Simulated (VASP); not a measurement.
# C (P6/mmm) in VASP: further runs

The runs below take C through single point, relaxation of cell and atoms, with BLYP.

All numbers are computed with VASP 6.6.1; they aren't measurements. Logs are shortened: lines on timing, memory, paths and dates and some standing lists are left out, and cuts for length are marked.

### 1 The cell of the first run

It takes space group P6/mmm (No. 191, hexagonal). The conventional cell has a = 6.833 Å, b = 6.833 Å, c = 1.301 Å, α = 90.00°, β = 90.00°, γ = 120.00°. C (site symmetry 6/mmm) has 2 C at 1.30 Å within 1.7 Å. Within 1.7 Å of C (site symmetry -6m2) lie 2 C at 1.30 Å.

### 2 Single point, BLYP (volume scaled by 1.04)

File INCAR:

```
SYSTEM = C
PREC     = Accurate       ! precision mode
ENCUT    = 520            ! plane-wave cutoff, eV
EDIFF    = 1E-7           ! SCF threshold, eV
ISMEAR   = -1             ! smearing method
SIGMA    = 0.1            ! smearing width, eV
LREAL    = .False.        ! projectors in reciprocal space
LASPH    = .True.         ! aspherical terms in the spheres
NELM     = 80             ! most SCF steps
ALGO     = Normal         ! electronic algorithm
ISIF     = 2              ! what is computed and relaxed
LWAVE    = .False.        ! write WAVECAR
LCHARG   = .False.        ! write CHGCAR
GGA      = B5             ! functional
ALDAX    = 1.0          
AGGAX    = 1.0          
AGGAC    = 1.0          
ALDAC    = 0.0          
NBANDS   = 13             ! bands
```

File KPOINTS:

```
regular mesh
0
Gamma
  6 6 27
  0 0 0
```

File POSCAR:

```
C
1.0
    6.8332072393      0.0000000001      0.0000000000
   -3.4166036197      5.9177310585      0.0000000000
    0.0000000000      0.0000000000      1.3005038391
C
3
Direct
    0.0000000000      0.0000000000      0.0000000000
    0.3333333333      0.6666666667      0.5000000000
    0.6666666667      0.3333333333      0.5000000000
```

Potentials or basis: VASP PAW PBE potentials, release 64 (C).

Command:

```console
$ cat potpaw_PBE.64/C/POTCAR > POTCAR
$ mpirun -np 1 vasp_std > vasp.out
```

OUTCAR:

```text
SYSTEM = C
   PREC = Accurate
   ENCUT = 520
   EDIFF = 1E-7
   ISMEAR = -1
   LREAL = .False.
   LASPH = .True.
   NELM = 80
   ISIF = 2
   GGA = B5

 ion  position               nearest neighbor table
   1  0.000  0.000  0.000-
   2  0.333  0.667  0.500-
   3  0.667  0.333  0.500-

  LATTYP: Found a hexagonal cell.
 ALAT       =     6.8332072393
 C/A-ratio  =     0.1903211469

  Lattice vectors:

 A1 = (   6.8332072393,   0.0000000001,   0.0000000000)
 A2 = (  -3.4166036197,   5.9177310585,   0.0000000000)
 A3 = (   0.0000000000,   0.0000000000,   1.3005038391)

Analysis of symmetry for initial positions (statically):
=====================================================================
 Subroutine PRICEL returns:
 Original cell was already a primitive cell.

 Routine SETGRP: Setting up the symmetry group for a
 hexagonal supercell.

 Subroutine GETGRP returns: Found 24 space group operations
 (whereof 24 operations were pure point group operations)
 out of a pool of 24 trial point group operations.

The static configuration has the point symmetry D_6h.

Analysis of symmetry for dynamics (positions and initial velocities):
=====================================================================
 Subroutine PRICEL returns:
 Original cell was already a primitive cell.

 Routine SETGRP: Setting up the symmetry group for a
 hexagonal supercell.

 Subroutine GETGRP returns: Found 24 space group operations
 (whereof 24 operations were pure point group operations)
 out of a pool of 24 trial point group operations.

The dynamic configuration has the point symmetry D_6h.

 Subroutine INISYM returns: Found 24 space group operations
 (whereof 24 operations are pure point group operations),
 and found     1 'primitive' translations

----------------------------------------------------------------------------------------

                                     Primitive cell

  volume of cell :      52.5886

  direct lattice vectors                    reciprocal lattice vectors
     6.833207239  0.000000000  0.000000000     0.146344164  0.084491842  0.000000000
    -3.416603620  5.917731059  0.000000000    -0.000000000  0.168983685  0.000000000
     0.000000000  0.000000000  1.300503839     0.000000000  0.000000000  0.768932755

  length of vectors
     6.833207239  6.833207239  1.300503839     0.168983685  0.168983685  0.768932755

  position of ions in fractional coordinates (direct lattice)
     0.000000000  0.000000000  0.000000000
     0.333333333  0.666666667  0.500000000
[... 91 lines left out ...]
   NUPDOWN=      -1.0000    fix difference up-down
   EMIN   =  10.00;   EMAX   =-10.00  energy-range for DOS
   EFERMI =   0.00;   METHOD = LEGACY
   ISMEAR =    -1;   SIGMA  =   0.10  broadening in eV -4-tet -1-fermi 0-gaus
   EFERMI_NEDOS =   21; number of points for ismear=-14 and -15
   IALGO  =     38    algorithm
   IMIX   =      4    mixing-type and parameters
     AMIX     =   0.40;   BMIX     =  1.00
     AMIX_MAG =   1.60;   BMIX_MAG =  1.00
  volume/ion in A,a.u.               =      17.53       118.30
  Fermi-wavevector in a.u.,A,eV,Ry     =   1.000395  1.890472 13.616571  1.000790
  Thomas-Fermi vector in A             =   2.132748
   LORBIT       =      0    0 simple, 1 ext, 2 COOP (PROOUT), +10 PAW based schemes
   GGA     = B5    functional components
   LHFCALC =     F    Hartree Fock is set to
   AEXX    =    0.0000 exact exchange contribution
   IVDW    =     0    specifies the selected vdW correction
   LEPSILON=     F    determine dielectric tensor
   LRPA    =     F    only Hartree local field effects (RPA)
 non-spin polarized calculation
  energy-cutoff  :      520.00
  volume of cell :       52.59
 maximum number of plane-waves:      1457
 NGX is ok and might be reduce to    54
   NGX = 25   NGY = 25   NGZ =  5

 number of electron      11.9999995 magnetization

 Free energy of the ion-electron system (eV)
  ---------------------------------------------------
  ext. energy  EPLUGINS =         0.00000000
  ---------------------------------------------------
  free energy    TOTEN  =       -23.52295292 eV

  energy without entropy =      -23.49658679  energy(sigma->0) =      -23.50976985

 E-fermi :  -0.1902     XC(G=0):  -6.9380

 val. band max:       -0.1978275622   @ k =   0.3333   0.1667   0.2593
 cond. band min:      -0.1387517308   @ k =   0.0000   0.0000   0.2593
 fundamental gap:      0.0590758315
 Fermi energy:        -0.1902450616

 k-point     1 :       0.0000    0.0000    0.0000
  band No.  band energies     occupation
      1     -16.5007      2.00000
      2     -16.3337      2.00000
      3     -16.3337      2.00000
      4      -5.6684      2.00000
      5      -5.6684      2.00000
      6      -5.6684      2.00000
      7      -5.6684      2.00000
      8      -5.0280      2.00000
      9      -5.0280      2.00000
     10       3.8714      0.00000
     11       7.6894      0.00000
     12       7.6894      0.00000
     13       7.6894      0.00000
[... 354 lines left out ...]
  band No.  band energies     occupation
      1     -15.8373      2.00000
      2     -15.7597      2.00000
      3     -15.7417      2.00000
      4      -4.8743      2.00000
      5      -4.7119      2.00000
      6      -4.3148      2.00000
      7      -4.3138      2.00000
      8      -4.2732      2.00000
      9      -4.0823      2.00000
     10       5.5733      0.00000
     11       7.4260      0.00000
     12       7.5997      0.00000
     13       8.9242      0.00000

 [... further k-points ...]

------------------------ aborting loop because EDIFF is reached ----------------------------------------

  FORCE on cell =-STRESS in cart. coord.  units (eV):
  Direction    XX          YY          ZZ          XY          YZ          ZX
  --------------------------------------------------------------------------------------
  -------------------------------------------------------------------------------------
  Total        0.1554044      0.1554044     -5.3913857      0.0000000     -0.0000000     -0.0000000
  in kB        4.7345906      4.7345906   -164.2553528      0.0000000     -0.0000000     -0.0000000
  external PRESSURE =     -51.5953905 kB  Pullay stress =       0.0000000 kB

 VOLUME and BASIS-vectors are now :
 -----------------------------------------------------------------------------
  energy-cutoff  :      520.00
  volume of cell :       52.59
      direct lattice vectors                 reciprocal lattice vectors
     6.833207239  0.000000000  0.000000000     0.146344164  0.084491842  0.000000000
    -3.416603620  5.917731059  0.000000000    -0.000000000  0.168983685  0.000000000
     0.000000000  0.000000000  1.300503839     0.000000000  0.000000000  0.768932755

 POSITION                                       TOTAL-FORCE (eV/Angst)
 -----------------------------------------------------------------------------------
      0.00000      0.00000      0.00000         0.000000      0.000000      0.000000
     -0.00000      3.94515      0.65025        -0.000000      0.000000      0.000000
      3.41660      1.97258      0.65025         0.000000     -0.000000      0.000000
 -----------------------------------------------------------------------------------
    total drift:                               -0.000000      0.000000     -0.000000

  FREE ENERGIE OF THE ION-ELECTRON SYSTEM (eV)
  ---------------------------------------------------
  free  energy   TOTEN  =       -23.5229529164 eV

  energy  without entropy=      -23.4965867932  energy(sigma->0) =      -23.50976985
```

Wall time 47 s (1 thread of AMD EPYC 9R14 (Zen 4), shared host); peak memory 0.16 GiB.

What came out:

* Free energy: -23.5230 eV
* Pressure: -5.2 GPa
* Band gap on the k mesh: zero (band 6 reaches 8.23 eV, above the bottom of band 7 at -5.67 eV)

Stress tensor (GPa, compression positive):
```
  0.47   0.00   0.00
  0.00   0.47   0.00
  0.00   0.00 -16.43
```

Caveat: the cell differs from its parent crystal (volume scaled by 1.04); the PAW data sets were made with another functional, which shifts forces and pressure a little.

### 3 Single point, BLYP

This run uses another cell than the first one, of 16.86 Å³/atom, 0.962 times its volume.

File INCAR:

```
SYSTEM = C
PREC = Accurate
ENCUT = 520
EDIFF = 1E-7
ISMEAR = -1
SIGMA = 0.1
LREAL = .FALSE.
LASPH = .TRUE.
NELM = 100
ALGO = Normal
ISIF = 2
LWAVE = .FALSE.
LCHARG = .TRUE.
GGA = B5
ALDAX = 1.0
AGGAX = 1.0
AGGAC = 1.0
ALDAC = 0.0
LELF = .TRUE.
LVHAR = .TRUE.
NBANDS = 13
```

File KPOINTS:

```
regular mesh
0
G
  11 11 15
  0 0 0
```

File POSCAR:

```
C
1.0
    6.7444542424      0.0000000001      0.0000000000
   -3.3722271212      5.8408687085      0.0000000000
    0.0000000000      0.0000000000      1.2836122670
C
3
Direct
    0.0000000000      0.0000000000      0.0000000000
    0.3333333333      0.6666666667      0.5000000000
    0.6666666667      0.3333333333      0.5000000000
```

Potentials or basis: VASP PAW PBE potentials, release 64 (C).

Command:

```console
$ cat potpaw_PBE.64/C/POTCAR > POTCAR
$ mpirun -np 1 vasp_std > vasp.out
```

OUTCAR:

```text
SYSTEM = C
   PREC = Accurate
   ENCUT = 520
   EDIFF = 1E-7
   ISMEAR = -1
   LREAL = .FALSE.
   LASPH = .TRUE.
   NELM = 100
   ISIF = 2
   GGA = B5

 ion  position               nearest neighbor table
   1  0.000  0.000  0.000-
   2  0.333  0.667  0.500-
   3  0.667  0.333  0.500-

  LATTYP: Found a hexagonal cell.
 ALAT       =     6.7444542424
 C/A-ratio  =     0.1903211470

[... 574 lines left out ...]

------------------------ aborting loop because EDIFF is reached ----------------------------------------

  FORCE on cell =-STRESS in cart. coord.  units (eV):
  Direction    XX          YY          ZZ          XY          YZ          ZX
  --------------------------------------------------------------------------------------
  -------------------------------------------------------------------------------------
  Total        0.0038232      0.0038232     -0.2600650      0.0000000     -0.0000000     -0.0000000
  in kB        0.1211385      0.1211385     -8.2401351      0.0000000     -0.0000000     -0.0000000
  external PRESSURE =      -2.6659527 kB  Pullay stress =       0.0000000 kB

 VOLUME and BASIS-vectors are now :
 -----------------------------------------------------------------------------
  energy-cutoff  :      520.00
  volume of cell :       50.57
      direct lattice vectors                 reciprocal lattice vectors
     6.744454242  0.000000000  0.000000000     0.148269966  0.085603705  0.000000000
    -3.372227121  5.840868709  0.000000000    -0.000000000  0.171207409  0.000000000
     0.000000000  0.000000000  1.283612267     0.000000000  0.000000000  0.779051452

 POSITION                                       TOTAL-FORCE (eV/Angst)
 -----------------------------------------------------------------------------------
      0.00000      0.00000      0.00000        -0.000000      0.000000     -0.000000
     -0.00000      3.89391      0.64181         0.000000      0.000000      0.000000
      3.37223      1.94696      0.64181         0.000000     -0.000000     -0.000000
 -----------------------------------------------------------------------------------
    total drift:                                0.000000     -0.000000     -0.000000

  FREE ENERGIE OF THE ION-ELECTRON SYSTEM (eV)
  ---------------------------------------------------
  free  energy   TOTEN  =       -23.4610603478 eV

  energy  without entropy=      -23.4156139419  energy(sigma->0) =      -23.43833714
```

OSZICAR:

```text
N       E                     dE             d eps       ncg     rms          rms(c)
DAV:   1     0.324620119855E+02    0.32462E+02   -0.60130E+03  3341   0.800E+02
DAV:   2    -0.228458036838E+02   -0.55308E+02   -0.52754E+02  4289   0.155E+02
DAV:   3    -0.260476341585E+02   -0.32018E+01   -0.31798E+01  3713   0.355E+01
DAV:   4    -0.260817137915E+02   -0.34080E-01   -0.34060E-01  4453   0.485E+00
DAV:   5    -0.260822051355E+02   -0.49134E-03   -0.49131E-03  4159   0.498E-01    0.849E+00
DAV:   6    -0.239508786725E+02    0.21313E+01   -0.20564E+00  3528   0.886E+00    0.461E+00
DAV:   7    -0.234582793951E+02    0.49260E+00   -0.16150E+00  3763   0.804E+00    0.153E+00
DAV:   8    -0.234642512356E+02   -0.59718E-02   -0.82889E-02  3873   0.176E+00    0.349E-01
DAV:   9    -0.234614004255E+02    0.28508E-02   -0.42229E-03  4128   0.418E-01    0.201E-01
DAV:  10    -0.234612275218E+02    0.17290E-03   -0.65574E-04  4439   0.157E-01    0.127E-01
DAV:  11    -0.234610582007E+02    0.16932E-03   -0.71441E-04  4023   0.152E-01    0.671E-02
DAV:  12    -0.234610614253E+02   -0.32246E-05   -0.41526E-05  4398   0.446E-02    0.231E-02
DAV:  13    -0.234610609943E+02    0.43099E-06   -0.71559E-07  4240   0.639E-03    0.192E-02
DAV:  14    -0.234610603391E+02    0.65516E-06   -0.17297E-06  4233   0.885E-03    0.326E-03
DAV:  15    -0.234610603478E+02   -0.86605E-08   -0.13822E-07  3449   0.296E-03
   1 F= -.23461060E+02 E0= -.23438337E+02  d E =-.454464E-01
```

stdout:

```text
POSCAR found type information on POSCAR C
 POSCAR found :  1 types and       3 ions
 scaLAPACK will be used
 -----------------------------------------------------------------------------
|                                                                             |
|                                                                             |
|     You enforced a specific xc type in the INCAR file but a different       |
|     I HOPE YOU KNOW WHAT YOU ARE DOING!                                     |
|                                                                             |
 -----------------------------------------------------------------------------

 LDA part: xc-table for (Slater(with rela. corr.)+VWN5), standard interpolation
 POSCAR, INCAR and KPOINTS ok, starting setup
 FFT: planning ... GRIDC
 FFT: planning ... GRID_SOFT
 FFT: planning ... GRID
 WAVECAR not read
 entering main loop
```

Run time: 53 s. Hardware: 1 thread of AMD EPYC 9R14 (Zen 4), shared host; peak memory 0.17 GiB.

What came out:

* Free energy: -23.4611 eV
* Pressure: -0.3 GPa
* Band gap on the k mesh: zero (band 6 reaches 8.73 eV, above the bottom of band 7 at -5.65 eV)

Stress tensor (GPa, compression positive):
```
 0.01  0.00  0.00
 0.00  0.01  0.00
 0.00  0.00 -0.82
```

Levels at points of the mesh, in eV from the Fermi level:
```
           k point  band 3  band 4  band 5  band 6  band 7  band 8  band 9  band 10  band 11  band 12
(0.00, 0.00, 0.00)  -16.61   -5.97   -5.97   -5.97   -5.97   -5.29   -5.29     3.75     7.63     7.63
```

Caveat: the PAW data sets were made with another functional, which shifts forces and pressure a little.

(Part 1 of 2 ends here.)
